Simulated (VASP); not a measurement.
Input of a VASP 6.6.1 run:

The input INCAR:

```
SYSTEM = Si8O15
ALGO = Normal
EDIFF = 1E-7
ENCUT = 520
GGA = PE
ISIF = 2
ISMEAR = -1
IVDW = 12
LASPH = .True.
LCHARG = .False.
LREAL = Auto
LWAVE = .False.
NBANDS = 78
NELECT = 124.0
NELM = 100
PREC = Accurate
SIGMA = 0.05
```

The input KPOINTS:

```
k-points
0
Gamma
  2 2 2
  0 0 0
```

Contents of POSCAR:

```
Si8O15
1.0
   -4.1337000000     -4.1337000000      0.0000000000
    4.1337000000     -4.1337000000      0.0000000000
    0.0000000000      0.0000000000      5.3034000000
Si O
8 15
Direct
    0.5000000000      0.5035512184     -0.0032751247
    0.0000000000      0.4585061472      0.2500000000
    0.5000000000      0.5035512184      0.5032751247
    0.0000000000      0.5050431790      0.7500000000
    0.0000000000      0.0055498753      0.0241321687
    0.5000000000      0.0019833801      0.2500000000
    0.0000000000      0.0055498753      0.4758678313
    0.5000000000      0.0041030132      0.7500000000
    0.2065659118      0.5042097541     -0.0159882194
    0.0000000000     -0.2356937305      0.2500000000
    0.7934340882      0.5042097541     -0.0159882194
    0.2065659118      0.5042097541      0.5159882194
    0.0000000000      0.1987210492      0.7500000000
    0.7934340882      0.5042097541      0.5159882194
    0.0000000000      0.8123605253      0.7500000000
    0.6916414217      0.0032910790      0.0027581537
    0.5000000000      0.6976632095      0.2500000000
    0.3083585783      0.0032910790      0.0027581537
    0.5000000000      0.3086674835      0.2500000000
    0.6916414217      0.0032910790      0.4972418463
    0.5000000000      0.7036921117      0.7500000000
    0.3083585783      0.0032910790      0.4972418463
    0.5000000000      0.3024481120      0.7500000000
```

Potentials or basis: VASP PAW PBE potentials, release 64 (Si, O).

Command:

```sh
$ cat potpaw_PBE.64/Si/POTCAR potpaw_PBE.64/O/POTCAR > POTCAR
$ mpirun -np 1 vasp_std > vasp.out
```

Q: Predict the dispersion energy per atom.

A: -0.245 eV.

Q: Predict the largest force.

A: 0.031 eV/Å.

Forces in eV/Å, atoms in the order of the input:
```
Si   0.016 -0.016  0.013
Si  -0.006  0.006  0.000
Si   0.016 -0.016 -0.013
Si   0.022 -0.022  0.000
Si  -0.012  0.012 -0.002
Si  -0.007  0.007  0.000
Si  -0.012  0.012  0.002
Si  -0.011  0.011  0.000
O   -0.007 -0.002  0.004
O   -0.018  0.018  0.000
O    0.002  0.007  0.004
O   -0.007 -0.002 -0.004
O    0.003 -0.003  0.000
O    0.002  0.007 -0.004
O    0.010 -0.010  0.000
O   -0.008 -0.020 -0.003
O   -0.002  0.002  0.000
O    0.020  0.008 -0.003
O   -0.011  0.011  0.000
O   -0.008 -0.020  0.003
O    0.004 -0.004  0.000
O    0.020  0.008  0.003
O   -0.005  0.005  0.000
```

Caveat: the k points lie up to 0.59 Å⁻¹ apart; the cell carries a net charge on a neutralising background, which shifts energy and pressure.
